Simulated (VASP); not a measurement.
# Ir16Au in VASP: notebook

Ir16Au is run at these levels: PBE+D3(BJ); tasks: relaxation of the atoms.

Everything below comes from runs of VASP 6.6.1. Logs are shortened: lines on timing, memory, paths and dates and some standing lists are left out, and cuts for length are marked.

**1. The cell of the first run**

The cell holds a slab with vacuum, 17 atoms: a = 5.431 Å, b = 5.431 Å, c = 25.652 Å, α = 90.00°, β = 90.00°, γ = 120.00°.

**2. Relaxation of the atoms, PBE+D3(BJ)**

File INCAR:

```
SYSTEM = Ir16Au
PREC = Accurate ; ENCUT = 520
EDIFF = 1E-6 ; ISMEAR = 0
SIGMA = 0.1 ; LREAL = Auto
LASPH = .TRUE. ; NELM = 100
ALGO = Normal ; ISIF = 2
LWAVE = .FALSE. ; LCHARG = .FALSE.
LDIPOL = .TRUE. ; IDIPOL = 3
DIPOL = 0.5 0.5 0.474 ; GGA = PE
IVDW = 12 ; IBRION = 2
NSW = 90 ; EDIFFG = -0.03
LUSENCCL = .FALSE.
```

File KPOINTS:

```
Automatic mesh
0
G
  6 6 1
  0 0 0
```

File POSCAR:

```
Ir16Au
1.0
    5.4313155574      0.0000000000      0.0000000000
   -2.7156577787      4.7036572487      0.0000000000
    0.0000000000      0.0000000000     25.6519758739
Ir Au
16 1
Selective dynamics
Direct
    0.3333333333      0.1666666667      0.3313584904  F F F
    0.3333333333      0.6666666667      0.3313584904  F F F
    0.8333333333      0.1666666667      0.3313584904  F F F
    0.8333333333      0.6666666667      0.3313584904  F F F
    0.6666666667      0.3333333333      0.4177972622  F F F
    0.6666666667      0.8333333333      0.4177972622  F F F
    0.1666666667      0.3333333333      0.4177972622  F F F
    0.1666666667      0.8333333333      0.4177972622  F F F
    0.0000000000      0.5000000000      0.5030034014  T T T
    0.0000000000      0.0000000000      0.5030034014  T T T
    0.5000000000      0.5000000000      0.5030034014  T T T
    0.5000000000      0.0000000000      0.5030034014  T T T
    0.3333333333      0.6666666667      0.5883020890  T T T
    0.3333333333      0.1666666667      0.5883020890  T T T
    0.8333333333      0.6666666667      0.5883020890  T T T
    0.8333333333      0.1666666667      0.5883020890  T T T
    0.3333333333      0.6666666667      0.6966758070  T T T
```

Potentials or basis: VASP PAW PBE potentials, release 64 (Ir, Au).

The run is started by

```sh
$ cat potpaw_PBE.64/Ir/POTCAR potpaw_PBE.64/Au/POTCAR > POTCAR
$ mpirun -np 1 vasp_std > vasp.out
```

OUTCAR:

```text
SYSTEM = Ir16Au
   PREC = Accurate
   ENCUT = 520
   EDIFF = 1E-6
   ISMEAR = 0
   LREAL = Auto
   LASPH = .TRUE.
   NELM = 100
   ISIF = 2
   GGA = PE
   IVDW = 12
   IBRION = 2
   NSW = 90
   EDIFFG = -0.03
 IVDW          = 12

 ion  position               nearest neighbor table
   1  0.333  0.167  0.331-   7 2.72   5 2.72   8 2.72   3 2.72   3 2.72   2 2.72   2 2.72   4 2.72
                             4 2.72
   2  0.333  0.667  0.331-   8 2.72   6 2.72   7 2.72   4 2.72   4 2.72   3 2.72   1 2.72   1 2.72
                             3 2.72
   3  0.833  0.167  0.331-   5 2.72   7 2.72   6 2.72   1 2.72   1 2.72   2 2.72   4 2.72   4 2.72
                             2 2.72
   4  0.833  0.667  0.331-   6 2.72   8 2.72   5 2.72   2 2.72   2 2.72   1 2.72   3 2.72   3 2.72
                             1 2.72
   5  0.667  0.333  0.418-   9 2.69  12 2.69  11 2.69   3 2.72   1 2.72   4 2.72   7 2.72   7 2.72
                             6 2.72   6 2.72   8 2.72   8 2.72
   6  0.667  0.833  0.418-  10 2.69  11 2.69  12 2.69   4 2.72   2 2.72   3 2.72   8 2.72   8 2.72
                             7 2.72   5 2.72   5 2.72   7 2.72
   7  0.167  0.333  0.418-  11 2.69  10 2.69   9 2.69   1 2.72   3 2.72   2 2.72   5 2.72   5 2.72
                             6 2.72   8 2.72   8 2.72   6 2.72
   8  0.167  0.833  0.418-  12 2.69   9 2.69  10 2.69   2 2.72   4 2.72   1 2.72   6 2.72   6 2.72
                             5 2.72   7 2.72   7 2.72   5 2.72
   9  0.000  0.500  0.503-   5 2.69   8 2.69   7 2.69  13 2.69  16 2.69  15 2.69  11 2.72  11 2.72
                            10 2.72  10 2.72  12 2.72  12 2.72
  10  0.000  0.000  0.503-   6 2.69   7 2.69   8 2.69  14 2.69  15 2.69  16 2.69  12 2.72  12 2.72
                            11 2.72   9 2.72   9 2.72  11 2.72
  11  0.500  0.500  0.503-   7 2.69   6 2.69   5 2.69  15 2.69  14 2.69  13 2.69   9 2.72   9 2.72
                            10 2.72  12 2.72  12 2.72  10 2.72
  12  0.500  0.000  0.503-   8 2.69   5 2.69   6 2.69  16 2.69  13 2.69  14 2.69  10 2.72  10 2.72
                             9 2.72  11 2.72  11 2.72   9 2.72
  13  0.333  0.667  0.588-   9 2.69  12 2.69  11 2.69  15 2.72  15 2.72  16 2.72  14 2.72  14 2.72
                            16 2.72  17 2.78
  14  0.333  0.167  0.588-  10 2.69  11 2.69  12 2.69  16 2.72  16 2.72  13 2.72  13 2.72  15 2.72
                            15 2.72
  15  0.833  0.667  0.588-  11 2.69  10 2.69   9 2.69  13 2.72  13 2.72  16 2.72  16 2.72  14 2.72
                            14 2.72
  16  0.833  0.167  0.588-  12 2.69   9 2.69  10 2.69  14 2.72  14 2.72  15 2.72  15 2.72  13 2.72
                            13 2.72
  17  0.333  0.667  0.697-  13 2.78

  LATTYP: Found a hexagonal cell.
 ALAT       =     5.4313155574
 C/A-ratio  =     4.7229765243

  Lattice vectors:

 A1 = (   5.4313155574,   0.0000000000,   0.0000000000)
 A2 = (  -2.7156577787,   4.7036572487,   0.0000000000)
 A3 = (   0.0000000000,   0.0000000000,  25.6519758739)

Analysis of symmetry for initial positions (statically):
=====================================================================
 Subroutine PRICEL returns:
 Original cell was already a primitive cell.

 Routine SETGRP: Setting up the symmetry group for a
 hexagonal supercell.

 Subroutine GETGRP returns: Found  6 space group operations
 (whereof  6 operations were pure point group operations)
 out of a pool of 24 trial point group operations.

The static configuration has the point symmetry C_3v.

Analysis of symmetry for dynamics (positions and initial velocities):
=====================================================================
 Subroutine PRICEL returns:
 Original cell was already a primitive cell.

 Routine SETGRP: Setting up the symmetry group for a
 hexagonal supercell.

 Subroutine GETGRP returns: Found  6 space group operations
 (whereof  6 operations were pure point group operations)
 out of a pool of 24 trial point group operations.

The dynamic configuration has the point symmetry C_3v.

Analysis of constrained symmetry for selective dynamics:
=====================================================================
 Subroutine PRICEL returns:
 Original cell was already a primitive cell.

 Routine SETGRP: Setting up the symmetry group for a
 hexagonal supercell.

 Subroutine GETGRP returns: Found  6 space group operations
 (whereof  6 operations were pure point group operations)
 out of a pool of 24 trial point group operations.

The constrained configuration has the point symmetry C_3v.

 Subroutine INISYM returns: Found  6 space group operations
 (whereof  6 operations are pure point group operations),
 and found     1 'primitive' translations

[... 76 lines left out ...]

 Found      7 irreducible k-points:

 Following reciprocal coordinates:
            Coordinates               Weight
  0.000000  0.000000  0.000000      1.000000
  0.166667  0.000000  0.000000      6.000000
  0.333333  0.000000  0.000000      6.000000
  0.500000  0.000000  0.000000      3.000000
  0.166667  0.166667  0.000000      6.000000
  0.333333  0.166667  0.000000     12.000000
  0.333333  0.333333  0.000000      2.000000
   k-points           NKPTS =      7   k-points in BZ     NKDIM =      7   number of bands    NBANDS=     93
   number of dos      NEDOS =    301   number of ions     NIONS =     17
   total plane-waves  NPLWV = 307200
   dimension x,y,z NGX =    40 NGY =   40 NGZ =  192
   dimension x,y,z NGXF=    80 NGYF=   80 NGZF=  384
   ions per type =              16   1
   NGX,Y,Z   is equivalent  to a cutoff of  12.24, 12.24, 12.44 a.u.
   NGXF,Y,Z  is equivalent  to a cutoff of  24.49, 24.49, 24.89 a.u.
 SYSTEM =  Ir16Au
   PREC   = accura    normal or accurate (medium, high low for compatibility)
   ISTART =      0    job   : 0-new  1-cont  2-samecut
   ICHARG =      2    charge: 1-file 2-atom 10-const
   ISPIN  =      1    spin polarized calculation?
   LNONCOLLINEAR =      F non collinear calculations
   LSORBIT =      F    spin-orbit coupling
   LASPH  =      T    aspherical Exc in radial PAW
   ENCUT  =  520.0 eV  38.22 Ry    6.18 a.u.  10.10 10.10 47.70*2*pi/ulx,y,z
   NELM   =    100;   NELMIN=  2; NELMDL= -5     # of ELM steps
   EDIFF  = 0.1E-05   stopping-criterion for ELM
   LREAL  =      T    real-space projection
   EDIFFG = -.3E-01   stopping-criterion for IOM
   NSW    =     90    number of steps for IOM
   IBRION =      2    ionic relax: 0-MD 1-quasi-New 2-CG
   NFREE  =      1    steps in history (QN), initial steepest desc. (CG)
   ISIF   =      2    stress and relaxation
   ISYM   =      2    0-nonsym 1-usesym 2-fastsym
   POTIM  = 0.5000    time-step for ionic-motion
   TEBEG  =    0.0;   TEEND  =   0.0 temperature during run
   PSTRESS=    0.0 pullay stress
   NELECT =     155.0000    total number of electrons
   NUPDOWN=      -1.0000    fix difference up-down
   EMIN   =  10.00;   EMAX   =-10.00  energy-range for DOS
   EFERMI =   0.00;   METHOD = LEGACY
   ISMEAR =     0;   SIGMA  =   0.10  broadening in eV -4-tet -1-fermi 0-gaus
   EFERMI_NEDOS =   21; number of points for ismear=-14 and -15
   IALGO  =     38    algorithm
   IMIX   =      4    mixing-type and parameters
     AMIX     =   0.40;   BMIX     =  1.00
     AMIX_MAG =   1.60;   BMIX_MAG =  1.00
  volume/ion in A,a.u.               =      38.55       260.14
  Fermi-wavevector in a.u.,A,eV,Ry     =   1.012430  1.913215 13.946161  1.025014
  Thomas-Fermi vector in A             =   2.145539
   LORBIT       =      0    0 simple, 1 ext, 2 COOP (PROOUT), +10 PAW based schemes
   GGA     = PE    functional components
   LHFCALC =     F    Hartree Fock is set to
   AEXX    =    0.0000 exact exchange contribution
   IVDW    =    12    specifies the selected vdW correction
   LEPSILON=     F    determine dielectric tensor
   LRPA    =     F    only Hartree local field effects (RPA)
 conjugate gradient relaxation of ions
 non-spin polarized calculation
 Gauss-broadening in eV      SIGMA  =   0.10
  energy-cutoff  :      520.00
  volume of cell :      655.33
 maximum number of plane-waves:     17706
   NGX = 21   NGY = 21   NGZ = 95

 dipolmoment           0.000000      0.000000      0.038899 electrons x Angstroem

--------------------------------------- Ionic step        1  -------------------------------------------

 number of electron     155.0000004 magnetization

 Free energy of the ion-electron system (eV)
  ---------------------------------------------------
  ext. energy  EPLUGINS =         0.00000000
  ---------------------------------------------------
  free energy    TOTEN  =      -136.64511682 eV

  energy without entropy =     -136.55574513  energy(sigma->0) =     -136.60043097

------------------------ aborting loop because EDIFF is reached ----------------------------------------

 Edisp (eV)   -9.16113

 E8    (eV) :    -4.4089
[... 150 lines left out ...]
  FREE ENERGIE OF THE ION-ELECTRON SYSTEM (eV)
  ---------------------------------------------------
  free  energy   TOTEN  =      -146.0211459191 eV

  energy  without entropy=     -145.9309937539  energy(sigma->0) =     -145.97606984

[... ionic steps 4 to 13 ...]

--------------------------------------- Ionic step       14  -------------------------------------------

 number of electron     155.0000001 magnetization

------------------------ aborting loop because EDIFF is reached ----------------------------------------
[... 105 lines left out ...]
--------------------------------------- Ionic step       16  -------------------------------------------

 number of electron     155.0000001 magnetization

 dipolmoment           0.000000      0.000000     -0.129842 electrons x Angstroem

 Free energy of the ion-electron system (eV)
  ---------------------------------------------------
  ext. energy  EPLUGINS =         0.00000000
  ---------------------------------------------------
  free energy    TOTEN  =      -136.90057737 eV

  energy without entropy =     -136.81259767  energy(sigma->0) =     -136.85658752

 E-fermi :   0.5668     XC(G=0):  -6.0451

 val. band max:        0.5446196034   @ k =   0.1667   0.1667   0.0000
 cond. band min:       0.6014266529   @ k =   0.3333   0.1667   0.0000
 fundamental gap:      0.0568070494
 Fermi energy:         0.5667906859

 k-point     1 :       0.0000    0.0000    0.0000
  band No.  band energies     occupation
      1     -10.0133      2.00000
      2      -8.5312      2.00000
      3      -7.3589      2.00000
      4      -7.2360      2.00000
      5      -7.1348      2.00000
      6      -7.1041      2.00000
[... 633 lines left out ...]
     88       0.9921      0.00000
     89       1.0080      0.00000
 [bands above 89 left out]

------------------------ aborting loop because EDIFF is reached ----------------------------------------

 vacuum level on the upper side and lower side of the slab       (xc-potential included)        -0.455         0.442

 Edisp (eV)   -9.20518

 E8    (eV) :    -4.4301

  FORCE on cell =-STRESS in cart. coord.  units (eV):
  Direction    XX          YY          ZZ          XY          YZ          ZX
  --------------------------------------------------------------------------------------
  -------------------------------------------------------------------------------------
  Total     -13.23017   -13.23017    -2.60356    -0.00000     0.00000     0.00000
  in kB     -32.34554   -32.34554    -6.36527    -0.00000     0.00000     0.00000
  external pressure =      -23.69 kB  Pullay stress =        0.00 kB
[... 32 lines left out ...]
  FREE ENERGIE OF THE ION-ELECTRON SYSTEM (eV)
  ---------------------------------------------------
  free  energy   TOTEN  =      -146.1057549036 eV

  energy  without entropy=     -146.0177752031  energy(sigma->0) =     -146.06176505

 reached required accuracy - stopping structural energy minimisation

 vacuum level on the upper side and lower side of the slab         5.155         6.071
```

It took 22 min on 1 × NVIDIA H100 80GB with 1 thread of AMD EPYC 7R13 (Zen 3), shared host; peak memory 1.7 GiB.

What came out:

| Item | Value |
| --- | --- |
| Free energy | -146.1058 eV |
| Energy gained by relaxing | 17.6 meV/atom |
| Ionic steps | 16 |
| Band gap on the k mesh | zero (an odd number of electrons rules out a gap without spin polarisation) |
| Dispersion energy per atom | -0.541 eV |

Step by step:
| step | energy change (eV) | largest force on free atoms (eV/Å) | pressure (GPa) |
| --- | --- | --- | --- |
| 1 | 0.0000 | 1.7025 | -2.66 |
| 2 | -0.1737 | 1.1421 | -2.78 |
| 3 | -0.2149 | 0.8188 | -2.77 |
| 4 | -0.2152 | 0.7021 | -2.77 |
| 5 | -0.2535 | 0.5483 | -2.75 |
| 6 | -0.2714 | 0.3857 | -2.69 |
| 7 | -0.2905 | 0.1674 | -2.69 |
| 8 | -0.2905 | 0.1697 | -2.69 |
| 9 | -0.2961 | 0.1002 | -2.61 |
| 10 | -0.2964 | 0.1024 | -2.59 |
| 11 | -0.2984 | 0.0960 | -2.47 |
| 12 | -0.2985 | 0.1039 | -2.45 |
| 13 | -0.2994 | 0.0471 | -2.38 |
| 14 | -0.2994 | 0.0489 | -2.38 |
| 15 | -0.2994 | 0.0368 | -2.36 |
| 16 | -0.2995 | 0.0073 | -2.37 |

Final structure:
```cif
data_structure
_symmetry_space_group_name_H-M 'P 1'
_symmetry_Int_Tables_number 1
_cell_length_a 5.4313
_cell_length_b 5.4313
_cell_length_c 25.6520
_cell_angle_alpha 90.000
_cell_angle_beta 90.000
_cell_angle_gamma 120.000
_cell_volume 655.33
loop_
_atom_site_label
_atom_site_type_symbol
_atom_site_fract_x
_atom_site_fract_y
_atom_site_fract_z
_atom_site_occupancy
Ir1 Ir 0.33333 0.16667 0.33136 1
Ir2 Ir 0.33333 0.66667 0.33136 1
Ir3 Ir 0.83333 0.16667 0.33136 1
Ir4 Ir 0.83333 0.66667 0.33136 1
Ir5 Ir 0.66667 0.33333 0.41780 1
Ir6 Ir 0.66667 0.83333 0.41780 1
Ir7 Ir 0.16667 0.33333 0.41780 1
Ir8 Ir 0.16667 0.83333 0.41780 1
Ir9 Ir 0.99988 0.49994 0.50357 1
Ir10 Ir 0.00000 0.00000 0.50350 1
Ir11 Ir 0.50006 0.49994 0.50357 1
Ir12 Ir 0.50006 0.00012 0.50357 1
Ir13 Ir 0.33333 0.66667 0.58755 1
Ir14 Ir 0.33341 0.16670 0.58905 1
Ir15 Ir 0.83330 0.66659 0.58905 1
Ir16 Ir 0.83330 0.16670 0.58905 1
Au1 Au 0.33333 0.66667 0.68534 1
```

Caveat: spin-orbit coupling is left out, which moves the levels of the heavy elements.

**3. Relaxation of the atoms, PBE+D3(BJ)**

File INCAR:

```
PREC     = Accurate       # precision mode
ENCUT    = 520            # plane-wave cutoff, eV
EDIFF    = 1E-6           # SCF threshold, eV
ISMEAR   = 0              # smearing method
SIGMA    = 0.1            # smearing width, eV
LREAL    = Auto         
LASPH    = True           # aspherical terms in the spheres
NELM     = 80             # most SCF steps
ALGO     = Normal         # electronic algorithm
ISIF     = 2              # what is computed and relaxed
LWAVE    = False          # write WAVECAR
LCHARG   = False          # write CHGCAR
LDIPOL   = True         
IDIPOL   = 3            
DIPOL    = 0.5 0.5 0.473
GGA      = PE             # functional
IVDW     = 12             # dispersion correction
IBRION   = 2              # ionic algorithm
NSW      = 90             # ionic steps
EDIFFG   = -0.03          # ionic threshold
LUSENCCL = False
```

File KPOINTS:

```
Automatic mesh
0
Gamma
  6 6 1
```

Edit POSCAR of step 2 so:

```diff
@@ -25,2 +25,2 @@
     0.8333333333      0.1666666667      0.5883020890  T T T
-    0.3333333333      0.6666666667      0.6966758070  T T T
+    0.1666666667      0.3333333333      0.6779637982  T T T
```

Potentials or basis: VASP PAW PBE potentials, release 64 (Ir, Au).

The run is started by

```sh
$ cat potpaw_PBE.64/Ir/POTCAR potpaw_PBE.64/Au/POTCAR > POTCAR
$ mpirun -np 1 vasp_std > vasp.out
```

It took 14 min on 1 × NVIDIA H100 80GB with 1 thread of AMD EPYC 7R13 (Zen 3), shared host; peak memory 1.7 GiB.

Results (log left out):

```yaml
Free_energy: -146.7655 eV
Energy_gained_by_relaxing: 4.8 meV/atom
Ionic_steps: 8
Band_gap_on_the_k_mesh: zero (an odd number of electrons rules out a gap without spin polarisation)
Dispersion_energy_per_atom: -0.544 eV
```

Step by step:
| step | energy change (eV) | largest force on free atoms (eV/Å) | pressure (GPa) |
| --- | --- | --- | --- |
| 1 | 0.0000 | 0.8891 | -2.26 |
| 2 | -0.0633 | 0.5279 | -2.26 |
| 3 | -0.0728 | 0.2973 | -2.24 |
| 4 | -0.0798 | 0.1063 | -2.24 |
| 5 | -0.0799 | 0.0833 | -2.24 |
| 6 | -0.0813 | 0.0553 | -2.23 |
| 7 | -0.0815 | 0.0490 | -2.23 |
| 8 | -0.0817 | 0.0173 | -2.23 |

Final structure:
```yaml
crystal:
  lattice:
    - [5.43132, 0.00000, 0.00000]
    - [-2.71566, 4.70366, 0.00000]
    - [0.00000, 0.00000, 25.65198]
  atoms:
    - { symbol: Ir, position: [0.33333, 0.16667, 0.33136] }
    - { symbol: Ir, position: [0.33333, 0.66667, 0.33136] }
    - { symbol: Ir, position: [0.83333, 0.16667, 0.33136] }
    - { symbol: Ir, position: [0.83333, 0.66667, 0.33136] }
    - { symbol: Ir, position: [0.66667, 0.33333, 0.41780] }
    - { symbol: Ir, position: [0.66667, 0.83333, 0.41780] }
    - { symbol: Ir, position: [0.16667, 0.33333, 0.41780] }
    - { symbol: Ir, position: [0.16667, 0.83333, 0.41780] }
    - { symbol: Ir, position: [0.99985, 0.50015, 0.50333] }
    - { symbol: Ir, position: [0.99985, 0.99969, 0.50333] }
    - { symbol: Ir, position: [0.50031, 0.50015, 0.50333] }
    - { symbol: Ir, position: [0.50000, 0.00000, 0.50496] }
    - { symbol: Ir, position: [0.33561, 0.67122, 0.58907] }
    - { symbol: Ir, position: [0.33561, 0.16439, 0.58907] }
    - { symbol: Ir, position: [0.83333, 0.66667, 0.58884] }
    - { symbol: Ir, position: [0.82878, 0.16439, 0.58907] }
    - { symbol: Au, position: [0.16667, 0.33333, 0.67428] }
```

Levels at points of the mesh, in eV from the Fermi level:
```
           k point  band 76  band 77  band 78  band 79  band 80  band 81  band 82  band 83
(0.00, 0.00, 0.00)     0.61     0.73     0.73     0.89     0.89     0.90     1.08     1.08
(0.50, 0.00, 0.00)    -0.87    -0.83    -0.60    -0.55    -0.05     0.04     0.05     0.22
```

Caveat: spin-orbit coupling is left out, which moves the levels of the heavy elements.

The gap in the log of VASP goes by the Fermi energy; the results here count the filled bands.